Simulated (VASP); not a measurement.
# GaP (F-43m) in VASP: further runs

The runs below take GaP through single point, with PBEsol+D3(BJ).

Program: VASP 6.6.1. These are calculated values, not measurements. Logs are shortened: lines on timing, memory, paths and dates and some standing lists are left out, and cuts for length are marked.

**Measured values to compare with.**

From “Stacking defects in GaP nanowires: Electronic structure and optical properties”, 2018, arxiv:1810.01194, for a bulk crystal of GaP at 10 K: band gap 2.34 eV (indirect).

The results are compared with them further down.

**1. The cell of the first run**

The structure is cubic, space group F-43m (No. 216). Conventional cell: a = 5.391 Å, b = 5.391 Å, c = 5.391 Å, α = 90.00°, β = 90.00°, γ = 90.00°. Ga (site symmetry -43m) has 4 P at 2.33 Å within 3.1 Å. Within 3.1 Å of P (site symmetry -43m) lie 4 Ga at 2.33 Å.

**2. Single point, PBEsol+D3(BJ)**

File INCAR:

```
SYSTEM = GaP
ALGO = Normal ; EDIFF = 1E-6
ENCUT = 520 ; GGA = PS
ISIF = 2 ; ISMEAR = 0
IVDW = 12 ; LASPH = .True.
LCHARG = .False. ; LREAL = .False.
LWAVE = .False. ; NBANDS = 16
NELM = 100 ; PREC = Accurate
SIGMA = 0.05
```

File KPOINTS:

```
k-points
0
Gamma
  8 8 8
  0 0 0
```

File POSCAR:

```
GaP
1.0
    0.0000000000      2.6956268586      2.6956268586
    2.6956268586      0.0000000000      2.6956268586
    2.6956268586      2.6956268586      0.0000000000
Ga P
1 1
Direct
    0.0000000000      0.0000000000      0.0000000000
    0.7500000000      0.7500000000      0.7500000000
```

Potentials or basis: VASP PAW PBE potentials, release 64 (Ga_d, P).

On the command line:

```console
$ cat potpaw_PBE.64/Ga_d/POTCAR potpaw_PBE.64/P/POTCAR > POTCAR
$ mpirun -np 1 vasp_std > vasp.out
```

OUTCAR:

```text
SYSTEM = GaP
   EDIFF = 1E-6
   ENCUT = 520
   GGA = PS
   ISIF = 2
   ISMEAR = 0
   IVDW = 12
   LASPH = .True.
   LREAL = .False.
   NELM = 100
   PREC = Accurate
 IVDW          = 12

 ion  position               nearest neighbor table
   1  0.000  0.000  0.000-   2 2.33   2 2.33   2 2.33   2 2.33
   2  0.750  0.750  0.750-   1 2.33   1 2.33   1 2.33   1 2.33

  LATTYP: Found a face centered cubic cell.
 ALAT       =     5.3912537172

  Lattice vectors:

 A1 = (   0.0000000000,   2.6956268586,   2.6956268586)
 A2 = (   2.6956268586,   0.0000000000,   2.6956268586)
 A3 = (   2.6956268586,   2.6956268586,   0.0000000000)

Analysis of symmetry for initial positions (statically):
=====================================================================
 Subroutine PRICEL returns:
 Original cell was already a primitive cell.

 Routine SETGRP: Setting up the symmetry group for a
 face centered cubic supercell.

 Subroutine GETGRP returns: Found 24 space group operations
 (whereof 24 operations were pure point group operations)
 out of a pool of 48 trial point group operations.

The static configuration has the point symmetry T_d .

Analysis of symmetry for dynamics (positions and initial velocities):
=====================================================================
 Subroutine PRICEL returns:
 Original cell was already a primitive cell.

 Routine SETGRP: Setting up the symmetry group for a
 face centered cubic supercell.

 Subroutine GETGRP returns: Found 24 space group operations
 (whereof 24 operations were pure point group operations)
 out of a pool of 48 trial point group operations.

The dynamic configuration has the point symmetry T_d .

 Subroutine INISYM returns: Found 24 space group operations
 (whereof 24 operations are pure point group operations),
 and found     1 'primitive' translations

----------------------------------------------------------------------------------------

                                     Primitive cell

  volume of cell :      39.1750

  direct lattice vectors                    reciprocal lattice vectors
     0.000000000  2.695626859  2.695626859    -0.185485613  0.185485613  0.185485613
     2.695626859  0.000000000  2.695626859     0.185485613 -0.185485613  0.185485613
     2.695626859  2.695626859  0.000000000     0.185485613  0.185485613 -0.185485613

  length of vectors
     3.812192063  3.812192063  3.812192063     0.321270506  0.321270506  0.321270506

  position of ions in fractional coordinates (direct lattice)
     0.000000000  0.000000000  0.000000000
     0.750000000  0.750000000  0.750000000

  ion indices of the primitive-cell ions
   primitive index   ion index
                 1           1
                 2           2

----------------------------------------------------------------------------------------

 KPOINTS: k-points

Automatic generation of k-mesh.
 Grid dimensions read from file:
 generate k-points for:    8    8    8

 Generating k-lattice:

  Cartesian coordinates                     Fractional coordinates (reciprocal lattice)
    -0.023185702  0.023185702  0.023185702     0.125000000  0.000000000  0.000000000
     0.023185702 -0.023185702  0.023185702     0.000000000  0.125000000  0.000000000
     0.023185702  0.023185702 -0.023185702     0.000000000  0.000000000  0.125000000

  Length of vectors
     0.040158813  0.040158813  0.040158813

  Shift w.r.t. Gamma in fractional coordinates (k-lattice)
     0.000000000  0.000000000  0.000000000

 Subroutine IBZKPT returns following result:
 ===========================================

 Found     29 irreducible k-points:

 Following reciprocal coordinates:
            Coordinates               Weight
  0.000000  0.000000  0.000000      1.000000
  0.125000  0.000000  0.000000      8.000000
  0.250000  0.000000  0.000000      8.000000
  0.375000  0.000000  0.000000      8.000000
  0.500000  0.000000  0.000000      4.000000
  0.125000  0.125000  0.000000      6.000000
[... 16 lines left out ...]
  0.500000  0.250000  0.125000     48.000000
 -0.375000  0.250000  0.125000     24.000000
 [... further k-points ...]
   k-points           NKPTS =     29   k-points in BZ     NKDIM =     29   number of bands    NBANDS=     16
   number of dos      NEDOS =    301   number of ions     NIONS =      2
   total plane-waves  NPLWV =  21952
   dimension x,y,z NGX =    28 NGY =   28 NGZ =   28
   dimension x,y,z NGXF=    56 NGYF=   56 NGZF=   56
   ions per type =               1   1
   NGX,Y,Z   is equivalent  to a cutoff of  12.21, 12.21, 12.21 a.u.
   NGXF,Y,Z  is equivalent  to a cutoff of  24.42, 24.42, 24.42 a.u.
 SYSTEM =  GaP
   PREC   = accura    normal or accurate (medium, high low for compatibility)
   ISTART =      0    job   : 0-new  1-cont  2-samecut
   ICHARG =      2    charge: 1-file 2-atom 10-const
   ISPIN  =      1    spin polarized calculation?
   LNONCOLLINEAR =      F non collinear calculations
   LSORBIT =      F    spin-orbit coupling
   LASPH  =      T    aspherical Exc in radial PAW
   ENCUT  =  520.0 eV  38.22 Ry    6.18 a.u.   7.09  7.09  7.09*2*pi/ulx,y,z
   NELM   =    100;   NELMIN=  2; NELMDL= -5     # of ELM steps
   EDIFF  = 0.1E-05   stopping-criterion for ELM
   LREAL  =      F    real-space projection
   EDIFFG = 0.1E-04   stopping-criterion for IOM
   NSW    =      0    number of steps for IOM
   IBRION =     -1    ionic relax: 0-MD 1-quasi-New 2-CG
   NFREE  =      0    steps in history (QN), initial steepest desc. (CG)
   ISIF   =      2    stress and relaxation
   ISYM   =      2    0-nonsym 1-usesym 2-fastsym
   POTIM  = 0.5000    time-step for ionic-motion
   TEBEG  =    0.0;   TEEND  =   0.0 temperature during run
   PSTRESS=    0.0 pullay stress
   NELECT =      18.0000    total number of electrons
   NUPDOWN=      -1.0000    fix difference up-down
   EMIN   =  10.00;   EMAX   =-10.00  energy-range for DOS
   EFERMI =   0.00;   METHOD = LEGACY
   ISMEAR =     0;   SIGMA  =   0.05  broadening in eV -4-tet -1-fermi 0-gaus
   EFERMI_NEDOS =   21; number of points for ismear=-14 and -15
   IALGO  =     38    algorithm
   IMIX   =      4    mixing-type and parameters
     AMIX     =   0.40;   BMIX     =  1.00
     AMIX_MAG =   1.60;   BMIX_MAG =  1.00
  volume/ion in A,a.u.               =      19.59       132.18
  Fermi-wavevector in a.u.,A,eV,Ry     =   1.263269  2.387233 21.712843  1.595849
  Thomas-Fermi vector in A             =   2.396635
   LORBIT       =      0    0 simple, 1 ext, 2 COOP (PROOUT), +10 PAW based schemes
   GGA     = PS    functional components
   LHFCALC =     F    Hartree Fock is set to
   AEXX    =    0.0000 exact exchange contribution
   IVDW    =    12    specifies the selected vdW correction
   LEPSILON=     F    determine dielectric tensor
   LRPA    =     F    only Hartree local field effects (RPA)
 non-spin polarized calculation
 Gauss-broadening in eV      SIGMA  =   0.05
  energy-cutoff  :      520.00
  volume of cell :       39.18
 maximum number of plane-waves:      1067
   NGX = 15   NGY = 15   NGZ = 15

 number of electron      17.9999998 magnetization

 Free energy of the ion-electron system (eV)
  ---------------------------------------------------
  ext. energy  EPLUGINS =         0.00000000
  ---------------------------------------------------
  free energy    TOTEN  =        -9.91396965 eV

  energy without entropy =       -9.91396965  energy(sigma->0) =       -9.91396965

 E-fermi :   5.1979     XC(G=0): -10.1705

 val. band max:        4.9096474417   @ k =   0.0000   0.0000   0.0000
 cond. band min:       6.3564183786   @ k =   0.5000   0.5000   0.0000
 fundamental gap:      1.4467709369
 Fermi energy:         5.1979043172

 k-point     1 :       0.0000    0.0000    0.0000
  band No.  band energies     occupation
      1      -9.6925      2.00000
      2      -9.6925      2.00000
      3      -9.6925      2.00000
      4      -9.5813      2.00000
      5      -9.5813      2.00000
      6      -7.8675      2.00000
[... 8 lines left out ...]
     15      14.7278      0.00000
     16      14.7278      0.00000

 k-point     2 :       0.1250    0.0000    0.0000
  band No.  band energies     occupation
      1      -9.7089      2.00000
      2      -9.6872      2.00000
      3      -9.6872      2.00000
      4      -9.5813      2.00000
      5      -9.5813      2.00000
      6      -7.6544      2.00000
[... 8 lines left out ...]
     15      14.0511      0.00000
     16      14.5533      0.00000

 k-point     3 :       0.2500    0.0000    0.0000
  band No.  band energies     occupation
      1      -9.7441      2.00000
      2      -9.6759      2.00000
      3      -9.6759      2.00000
      4      -9.5799      2.00000
      5      -9.5799      2.00000
      6      -7.0506      2.00000
[... 8 lines left out ...]
     15      13.8589      0.00000
     16      14.7137      0.00000

 k-point     4 :       0.3750    0.0000    0.0000
  band No.  band energies     occupation
      1      -9.7749      2.00000
      2      -9.6674      2.00000
      3      -9.6674      2.00000
      4      -9.5757      2.00000
      5      -9.5757      2.00000
      6      -6.2001      2.00000
[... 8 lines left out ...]
     15      15.1139      0.00000
     16      15.1139      0.00000

 k-point     5 :       0.5000    0.0000    0.0000
  band No.  band energies     occupation
      1      -9.7868      2.00000
      2      -9.6648      2.00000
      3      -9.6648      2.00000
      4      -9.5730      2.00000
      5      -9.5730      2.00000
      6      -5.6661      2.00000
[... 8 lines left out ...]
     15      16.6842      0.00000
     16      16.6842      0.00000

 k-point     6 :       0.1250    0.1250    0.0000
  band No.  band energies     occupation
      1      -9.7188      2.00000
      2      -9.6822      2.00000
      3      -9.6822      2.00000
      4      -9.5861      2.00000
      5      -9.5777      2.00000
      6      -7.5841      2.00000
[... 8 lines left out ...]
     15      14.9426      0.00000
     16      14.9771      0.00000

 k-point     7 :       0.2500    0.1250    0.0000
  band No.  band energies     occupation
      1      -9.7462      2.00000
      2      -9.6727      2.00000
      3      -9.6703      2.00000
      4      -9.5897      2.00000
      5      -9.5743      2.00000
      6      -7.1101      2.00000
[... 8 lines left out ...]
     15      14.9527      0.00000
     16      16.0144      0.00000

 k-point     8 :       0.3750    0.1250    0.0000
  band No.  band energies     occupation
      1      -9.7731      2.00000
      2      -9.6653      2.00000
      3      -9.6606      2.00000
      4      -9.5878      2.00000
      5      -9.5711      2.00000
      6      -6.3241      2.00000
[... 8 lines left out ...]
     15      15.7278      0.00000
     16      15.8502      0.00000

 k-point     9 :       0.5000    0.1250    0.0000
  band No.  band energies     occupation
      1      -9.7876      2.00000
      2      -9.6622      2.00000
      3      -9.6573      2.00000
      4      -9.5809      2.00000
      5      -9.5715      2.00000
      6      -5.5866      2.00000
[... 8 lines left out ...]
     15      16.6865      0.00000
     16      16.9566      0.00000
[... 172 lines left out ...]
 k-point    19 :       0.5000    0.3750    0.0000
  band No.  band energies     occupation
      1      -9.8157      2.00000
      2      -9.6303      2.00000
      3      -9.6245      2.00000
      4      -9.6146      2.00000
      5      -9.5604      2.00000
      6      -4.9498      2.00000
[... 8 lines left out ...]
     15      17.0226      0.00000
     16      18.3190      0.00000

 k-point    20 :      -0.3750    0.3750    0.0000
  band No.  band energies     occupation
      1      -9.8071      2.00000
      2      -9.6414      2.00000
      3      -9.6291      2.00000
      4      -9.6038      2.00000
      5      -9.5676      2.00000
      6      -4.7425      2.00000
[... 8 lines left out ...]
     15      15.3417      0.00000
     16      19.8223      0.00000

 k-point    21 :       0.5000    0.5000    0.0000
  band No.  band energies     occupation
      1      -9.8244      2.00000
      2      -9.6234      2.00000
      3      -9.6189      2.00000
      4      -9.6189      2.00000
      5      -9.5567      2.00000
      6      -4.7104      2.00000
[... 8 lines left out ...]
     15      17.3986      0.00000
     16      18.0040      0.00000

 k-point    22 :       0.3750    0.2500    0.1250
  band No.  band energies     occupation
      1      -9.7694      2.00000
      2      -9.6626      2.00000
      3      -9.6581      2.00000
      4      -9.5940      2.00000
      5      -9.5711      2.00000
      6      -6.5379      2.00000
[... 8 lines left out ...]
     15      16.1183      0.00000
     16      17.3905      0.00000

 k-point    23 :       0.5000    0.2500    0.1250
  band No.  band energies     occupation
      1      -9.7864      2.00000
      2      -9.6586      2.00000
      3      -9.6478      2.00000
      4      -9.5916      2.00000
      5      -9.5713      2.00000
      6      -5.7344      2.00000
[... 8 lines left out ...]
     15      16.5313      0.00000
     16      17.7984      0.00000

 k-point    24 :      -0.3750    0.2500    0.1250
  band No.  band energies     occupation
      1      -9.7927      2.00000
      2      -9.6581      2.00000
      3      -9.6442      2.00000
      4      -9.5875      2.00000
      5      -9.5731      2.00000
      6      -5.2368      2.00000
[... 8 lines left out ...]
     15      16.9228      0.00000
     16      17.5411      0.00000

 [... further k-points ...]

------------------------ aborting loop because EDIFF is reached ----------------------------------------

 Edisp (eV)   -0.58119

 E8    (eV) :    -0.3751

  FORCE on cell =-STRESS in cart. coord.  units (eV):
  Direction    XX          YY          ZZ          XY          YZ          ZX
  --------------------------------------------------------------------------------------
  -------------------------------------------------------------------------------------
  Total      -0.02449    -0.02449    -0.02449     0.00000     0.00000    -0.00000
  in kB      -1.00163    -1.00163    -1.00163     0.00000     0.00000    -0.00000
  external pressure =       -1.00 kB  Pullay stress =        0.00 kB

 VOLUME and BASIS-vectors are now :
 -----------------------------------------------------------------------------
  energy-cutoff  :      520.00
  volume of cell :       39.18
      direct lattice vectors                 reciprocal lattice vectors
     0.000000000  2.695626859  2.695626859    -0.185485613  0.185485613  0.185485613
     2.695626859  0.000000000  2.695626859     0.185485613 -0.185485613  0.185485613
     2.695626859  2.695626859  0.000000000     0.185485613  0.185485613 -0.185485613

 POSITION                                       TOTAL-FORCE (eV/Angst)
 -----------------------------------------------------------------------------------
      0.00000      0.00000      0.00000         0.000000      0.000000      0.000000
      4.04344      4.04344      4.04344        -0.000000     -0.000000      0.000000
 -----------------------------------------------------------------------------------
    total drift:                               -0.000000     -0.000000     -0.000000

  FREE ENERGIE OF THE ION-ELECTRON SYSTEM (eV)
  ---------------------------------------------------
  free  energy   TOTEN  =       -10.4951573160 eV

  energy  without entropy=      -10.4951573160  energy(sigma->0) =      -10.49515732
```

Run time: 34 s. Hardware: 1 thread of Intel Xeon 8259CL, shared host; peak memory 0.17 GiB.

Results:

```yaml
Free_energy: -10.4952 eV
Pressure: -0.1 GPa
Band_gap_on_the_k_mesh: 1.45 eV, indirect (least direct gap 2.02 eV)
Dispersion_energy_per_atom: -0.291 eV
```

Caveat: the PAW data sets were made with another functional, which shifts forces and pressure a little.

**3. Single point, PBEsol+D3(BJ) (volume scaled by 1.02)**

File INCAR:

```
ALGO = Normal
EDIFF = 1E-7
ENCUT = 520
GGA = PS
ISIF = 2
ISMEAR = 0
IVDW = 12
LASPH = True
LCHARG = True
LELF = True
LREAL = False
LVHAR = True
LWAVE = False
NBANDS = 16
NELM = 80
PREC = Accurate
SIGMA = 0.05
```

File KPOINTS:

```
k-points
0
Gamma
  8 8 8
```

File POSCAR:

```
GaP
1.0
    0.0000000000      2.7134792124      2.7134792124
    2.7134792124      0.0000000000      2.7134792124
    2.7134792124      2.7134792124      0.0000000000
Ga P
1 1
Direct
    0.0000000000      0.0000000000      0.0000000000
    0.7500000000      0.7500000000      0.7500000000
```

Potentials or basis: VASP PAW PBE potentials, release 64 (Ga_d, P).

On the command line:

```console
$ cat potpaw_PBE.64/Ga_d/POTCAR potpaw_PBE.64/P/POTCAR > POTCAR
$ mpirun -np 1 vasp_std > vasp.out
```

Wall time 41 s (1 thread of Intel Xeon 8259CL, shared host); peak memory 0.18 GiB.

The run converged. Its results:

* Free energy: -10.4906 eV
* Pressure: -1.8 GPa
* Band gap on the k mesh: 1.49 eV, indirect (least direct gap 1.86 eV)
* Dispersion energy per atom: -0.285 eV

Levels at points of the mesh, in eV from the valence-band top:
```tsv
k point	band 6	band 7	band 8	band 9	band 10	band 11	band 12	band 13
(0.00, 0.00, 0.00)	-12.62	0.00	0.00	0.00	1.86	3.82	3.82	3.82
(0.50, 0.00, 0.00)	-10.49	-6.77	-1.15	-1.15	1.62	4.65	4.65	8.11
(0.50, 0.50, 0.00)	-9.56	-6.87	-2.76	-2.76	1.49	1.70	10.65	10.65
```

Caveat: the PAW data sets were made with another functional, which shifts forces and pressure a little. A k mesh can miss the band edges.

**4. How close it comes**

Step 2. Against the measured gap of GaP, 2.34 eV (indirect; 10 K; quoted in “Stacking defects in GaP nanowires: Electronic structure and optical properties”, 2018, arxiv:1810.01194), the calculated 1.45 eV is off by -0.89 eV. Spin-orbit coupling on Ga is left out. The value is that of PBEsol+D3(BJ) on a finite k mesh, which can miss the band edges, without temperature or zero-point motion. Semilocal functionals fall short of measured gaps as a rule.
